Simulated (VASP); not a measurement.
# ZnO (Pm-3m) in VASP: notebook

The runs below take ZnO through single point, with r2SCAN+rVV10.

Program: VASP 6.6.1. These are calculated values, not measurements. Logs are shortened: lines on timing, memory, paths and dates and some standing lists are left out, and cuts for length are marked.

## Step 1: The cell of the first run

It takes space group Pm-3m (No. 221, cubic). Conventional cell: a = 2.637 Å, b = 2.637 Å, c = 2.637 Å, α = 90.00°, β = 90.00°, γ = 90.00°. Zn (site symmetry m-3m) has 8 O at 2.28 Å and 6 Zn at 2.64 Å within 3.0 Å. O (site symmetry m-3m) has 8 Zn at 2.28 Å and 6 O at 2.64 Å within 3.0 Å.

## Step 2: Single point, r2SCAN+rVV10

The input, POSCAR:

```
ZnO
1.0
    2.6373721193      0.0000000000      0.0000000000
    0.0000000000      2.6373721193      0.0000000000
    0.0000000000      0.0000000000      2.6373721193
Zn O
1 1
Direct
    0.0000000000      0.0000000000      0.0000000000
    0.5000000000      0.5000000000      0.5000000000
```

The input, INCAR.step1:

```
PREC = Accurate
ENCUT = 520
ISMEAR = -1
SIGMA = 0.03
LREAL = False
LASPH = True
NELM = 60
NBANDS = 16
GGA = PE
ALGO = Normal
EDIFF = 1E-4
LWAVE = True
LCHARG = False
```

The input, INCAR.step2:

```
PREC = Accurate
ENCUT = 520
EDIFF = 1E-6
ISMEAR = -1
SIGMA = 0.03
LREAL = False
LASPH = True
NELM = 60
ALGO = Normal
ISIF = 2
LWAVE = False
LCHARG = False
METAGGA = R2SCAN
LMIXTAU = True
LUSE_VDW = True
IVDW_NL = 2
BPARAM = 11.95
CPARAM = 0.0093
NBANDS = 16
ISTART = 1
```

The input, KPOINTS:

```
Automatic mesh
0
Gamma
  10 10 10
```

Potentials or basis: VASP PAW PBE potentials, release 64 (Zn, O).

On the command line:

```console
cat potpaw_PBE.64/Zn/POTCAR potpaw_PBE.64/O/POTCAR > POTCAR
cp INCAR.step1 INCAR
mpirun -np 1 vasp_std > vasp.out
cp INCAR.step2 INCAR
mpirun -np 1 vasp_std > vasp.out
```

OUTCAR:

```text
PREC = Accurate
   ENCUT = 520
   EDIFF = 1E-6
   ISMEAR = -1
   LREAL = False
   LASPH = True
   NELM = 60
   ISIF = 2
   METAGGA = R2SCAN
   IVDW_NL = 2
   BPARAM = 11.95
   ISTART = 1

 ion  position               nearest neighbor table
   1  0.000  0.000  0.000-   2 2.28   2 2.28   2 2.28   2 2.28   2 2.28   2 2.28   2 2.28   2 2.28

   2  0.500  0.500  0.500-   1 2.28   1 2.28   1 2.28   1 2.28   1 2.28   1 2.28   1 2.28   1 2.28

  LATTYP: Found a simple cubic cell.
 ALAT       =     2.6373721193

  Lattice vectors:

 A1 = (   2.6373721193,   0.0000000000,   0.0000000000)
 A2 = (   0.0000000000,   2.6373721193,   0.0000000000)
 A3 = (   0.0000000000,   0.0000000000,   2.6373721193)

Analysis of symmetry for initial positions (statically):
=====================================================================
 Subroutine PRICEL returns:
 Original cell was already a primitive cell.

 Routine SETGRP: Setting up the symmetry group for a
 simple cubic supercell.

 Subroutine GETGRP returns: Found 48 space group operations
 (whereof 48 operations were pure point group operations)
 out of a pool of 48 trial point group operations.

The static configuration has the point symmetry O_h .

Analysis of symmetry for dynamics (positions and initial velocities):
=====================================================================
 Subroutine PRICEL returns:
 Original cell was already a primitive cell.

 Routine SETGRP: Setting up the symmetry group for a
 simple cubic supercell.

 Subroutine GETGRP returns: Found 48 space group operations
 (whereof 48 operations were pure point group operations)
 out of a pool of 48 trial point group operations.

The dynamic configuration has the point symmetry O_h .

 Subroutine INISYM returns: Found 48 space group operations
 (whereof 48 operations are pure point group operations),
 and found     1 'primitive' translations

----------------------------------------------------------------------------------------

                                     Primitive cell

  volume of cell :      18.3449

  direct lattice vectors                    reciprocal lattice vectors
     2.637372119  0.000000000  0.000000000     0.379165303  0.000000000  0.000000000
     0.000000000  2.637372119  0.000000000     0.000000000  0.379165303  0.000000000
     0.000000000  0.000000000  2.637372119     0.000000000  0.000000000  0.379165303

  length of vectors
     2.637372119  2.637372119  2.637372119     0.379165303  0.379165303  0.379165303

  position of ions in fractional coordinates (direct lattice)
     0.000000000  0.000000000  0.000000000
     0.500000000  0.500000000  0.500000000

  ion indices of the primitive-cell ions
   primitive index   ion index
                 1           1
                 2           2

----------------------------------------------------------------------------------------

 KPOINTS: Automatic mesh

Automatic generation of k-mesh.
 Grid dimensions read from file:
 generate k-points for:   10   10   10

 Generating k-lattice:

  Cartesian coordinates                     Fractional coordinates (reciprocal lattice)
     0.037916530  0.000000000  0.000000000     0.100000000  0.000000000  0.000000000
     0.000000000  0.037916530  0.000000000     0.000000000  0.100000000  0.000000000
     0.000000000  0.000000000  0.037916530     0.000000000  0.000000000  0.100000000

  Length of vectors
     0.037916530  0.037916530  0.037916530

  Shift w.r.t. Gamma in fractional coordinates (k-lattice)
     0.000000000  0.000000000  0.000000000

 Subroutine IBZKPT returns following result:
 ===========================================

 Found     56 irreducible k-points:

 Following reciprocal coordinates:
            Coordinates               Weight
  0.000000  0.000000  0.000000      1.000000
  0.100000  0.000000  0.000000      6.000000
  0.200000  0.000000  0.000000      6.000000
  0.300000  0.000000  0.000000      6.000000
  0.400000  0.000000  0.000000      6.000000
  0.500000  0.000000  0.000000      3.000000
[... 16 lines left out ...]
  0.200000  0.100000  0.100000     24.000000
  0.300000  0.100000  0.100000     24.000000
 [... further k-points ...]
   k-points           NKPTS =     56   k-points in BZ     NKDIM =     56   number of bands    NBANDS=     16
   number of dos      NEDOS =    301   number of ions     NIONS =      2
   total plane-waves  NPLWV =   8000
   dimension x,y,z NGX =    20 NGY =   20 NGZ =   20
   dimension x,y,z NGXF=    40 NGYF=   40 NGZF=   40
   ions per type =               1   1
   NGX,Y,Z   is equivalent  to a cutoff of  12.61, 12.61, 12.61 a.u.
   NGXF,Y,Z  is equivalent  to a cutoff of  25.21, 25.21, 25.21 a.u.
 SYSTEM =  unknown system
   PREC   = accura    normal or accurate (medium, high low for compatibility)
   ISTART =      1    job   : 0-new  1-cont  2-samecut
   ICHARG =      0    charge: 1-file 2-atom 10-const
   ISPIN  =      1    spin polarized calculation?
   LNONCOLLINEAR =      F non collinear calculations
   LSORBIT =      F    spin-orbit coupling
   LASPH  =      T    aspherical Exc in radial PAW
   ENCUT  =  520.0 eV  38.22 Ry    6.18 a.u.   4.90  4.90  4.90*2*pi/ulx,y,z
   NELM   =     60;   NELMIN=  2; NELMDL=  0     # of ELM steps
   EDIFF  = 0.1E-05   stopping-criterion for ELM
   LREAL  =      F    real-space projection
   EDIFFG = 0.1E-04   stopping-criterion for IOM
   NSW    =      0    number of steps for IOM
   IBRION =     -1    ionic relax: 0-MD 1-quasi-New 2-CG
   NFREE  =      0    steps in history (QN), initial steepest desc. (CG)
   ISIF   =      2    stress and relaxation
   ISYM   =      2    0-nonsym 1-usesym 2-fastsym
   POTIM  = 0.5000    time-step for ionic-motion
   TEBEG  =    0.0;   TEEND  =   0.0 temperature during run
   PSTRESS=    0.0 pullay stress
   NELECT =      18.0000    total number of electrons
   NUPDOWN=      -1.0000    fix difference up-down
   EMIN   =  10.00;   EMAX   =-10.00  energy-range for DOS
   EFERMI =   0.00;   METHOD = LEGACY
   ISMEAR =    -1;   SIGMA  =   0.03  broadening in eV -4-tet -1-fermi 0-gaus
   EFERMI_NEDOS =   21; number of points for ismear=-14 and -15
   IALGO  =     38    algorithm
   IMIX   =      4    mixing-type and parameters
     AMIX     =   0.40;   BMIX     =  1.00
     AMIX_MAG =   1.60;   BMIX_MAG =  1.00
  volume/ion in A,a.u.               =       9.17        61.90
  Fermi-wavevector in a.u.,A,eV,Ry     =   1.626775  3.074160 36.006432  2.646398
  Thomas-Fermi vector in A             =   2.719679
   LORBIT       =      0    0 simple, 1 ext, 2 COOP (PROOUT), +10 PAW based schemes
   METAGGA = R2SCAN    functional components
   LHFCALC =     F    Hartree Fock is set to
   AEXX    =    0.0000 exact exchange contribution
   IVDW_NL    =     2    kernel type
   BPARAM     =11.9500
   IVDW    =     0    specifies the selected vdW correction
   LEPSILON=     F    determine dielectric tensor
   LRPA    =     F    only Hartree local field effects (RPA)
 non-spin polarized calculation
  energy-cutoff  :      520.00
  volume of cell :       18.34
 maximum number of plane-waves:       506
 NGX is ok and might be reduce to    20
   NGX =  9   NGY =  9   NGZ =  9

 number of electron      18.0000016 magnetization

 Free energy of the ion-electron system (eV)
  ---------------------------------------------------
  ext. energy  EPLUGINS =         0.00000000
  ---------------------------------------------------
  free energy    TOTEN  =       -16.22037214 eV

  energy without entropy =      -16.22010064  energy(sigma->0) =      -16.22023639

 E-fermi :   3.4346     XC(G=0): -13.6608

 val. band max:        3.3529632053   @ k =   0.5000   0.0000   0.0000
 cond. band min:       4.4211331992   @ k =   0.1000   0.0000   0.0000
 fundamental gap:      1.0681699939
 Fermi energy:         3.4345523317

 k-point     1 :       0.0000    0.0000    0.0000
  band No.  band energies     occupation
      1     -16.5253      2.00000
      2      -3.3452      2.00000
      3      -3.3452      2.00000
      4      -2.1714      2.00000
      5      -2.1714      2.00000
      6      -2.1714      2.00000
[... 8 lines left out ...]
     15      22.6619      0.00000
     16      37.2559      0.00000

 k-point     2 :       0.1000    0.0000    0.0000
  band No.  band energies     occupation
      1     -16.4183      2.00000
      2      -3.3316      2.00000
      3      -3.3311      2.00000
      4      -2.2500      2.00000
      5      -2.2500      2.00000
      6      -2.1676      2.00000
[... 8 lines left out ...]
     15      23.5253      0.00000
     16      34.2317      0.00000

 k-point     3 :       0.2000    0.0000    0.0000
  band No.  band energies     occupation
      1     -16.1223      2.00000
      2      -3.4340      2.00000
      3      -3.2942      2.00000
      4      -2.4392      2.00000
      5      -2.4392      2.00000
      6      -2.1578      2.00000
[... 8 lines left out ...]
     15      25.6286      0.00000
     16      30.8139      0.00000

 k-point     4 :       0.3000    0.0000    0.0000
  band No.  band energies     occupation
      1     -15.7157      2.00000
      2      -4.0048      2.00000
      3      -3.2482      2.00000
      4      -2.6472      2.00000
      5      -2.6472      2.00000
      6      -2.1457      2.00000
[... 8 lines left out ...]
     15      27.8875      0.00000
     16      28.4891      0.00000
[... 324 lines left out ...]
 k-point    22 :       0.1000    0.1000    0.1000
  band No.  band energies     occupation
      1     -16.2125      2.00000
      2      -3.2862      2.00000
      3      -3.2862      2.00000
      4      -2.4031      2.00000
      5      -2.2849      2.00000
      6      -2.2849      2.00000
[... 8 lines left out ...]
     15      24.2011      0.00000
     16      31.9833      0.00000

 k-point    23 :       0.2000    0.1000    0.1000
  band No.  band energies     occupation
      1     -15.9309      2.00000
      2      -3.3282      2.00000
      3      -3.2459      2.00000
      4      -2.5448      2.00000
      5      -2.4886      2.00000
      6      -2.2656      2.00000
[... 8 lines left out ...]
     15      26.4886      0.00000
     16      30.2711      0.00000

 k-point    24 :       0.3000    0.1000    0.1000
  band No.  band energies     occupation
      1     -15.5465      2.00000
      2      -3.8077      2.00000
      3      -3.1916      2.00000
      4      -2.7145      2.00000
      5      -2.6038      2.00000
      6      -2.2372      2.00000
[... 8 lines left out ...]
     15      29.0137      0.00000
     16      29.1130      0.00000

 [... further k-points ...]

------------------------ aborting loop because EDIFF is reached ----------------------------------------

  FORCE on cell =-STRESS in cart. coord.  units (eV):
  Direction    XX          YY          ZZ          XY          YZ          ZX
  --------------------------------------------------------------------------------------
  -------------------------------------------------------------------------------------
  Total        0.1461546      0.1461546      0.1461546     -0.0000000     -0.0000000      0.0000000
  in kB       12.7646495     12.7646495     12.7646495     -0.0000000     -0.0000000      0.0000000
  external PRESSURE =      12.7646495 kB  Pullay stress =       0.0000000 kB

 VOLUME and BASIS-vectors are now :
 -----------------------------------------------------------------------------
  energy-cutoff  :      520.00
  volume of cell :       18.34
      direct lattice vectors                 reciprocal lattice vectors
     2.637372119  0.000000000  0.000000000     0.379165303  0.000000000  0.000000000
     0.000000000  2.637372119  0.000000000     0.000000000  0.379165303  0.000000000
     0.000000000  0.000000000  2.637372119     0.000000000  0.000000000  0.379165303

 POSITION                                       TOTAL-FORCE (eV/Angst)
 -----------------------------------------------------------------------------------
      0.00000      0.00000      0.00000         0.000000      0.000000      0.000000
      1.31869      1.31869      1.31869         0.000000      0.000000      0.000000
 -----------------------------------------------------------------------------------
    total drift:                               -0.000000      0.000000      0.000000

  FREE ENERGIE OF THE ION-ELECTRON SYSTEM (eV)
  ---------------------------------------------------
  free  energy   TOTEN  =       -16.2203721394 eV

  energy  without entropy=      -16.2201006359  energy(sigma->0) =      -16.22023639
```

Wall time 28 s (1 thread of Intel Xeon 6975P-C (Granite Rapids), shared host); peak memory 0.18 GiB.

Results:

* Free energy: -16.2204 eV
* Pressure: 1.3 GPa
* Band gap on the k mesh: zero (band 9 reaches 3.35 eV, above the bottom of band 10 at 3.34 eV)

Caveat: the PAW data sets were made with another functional, which shifts forces and pressure a little.

(Continued in part 2 of 2.)
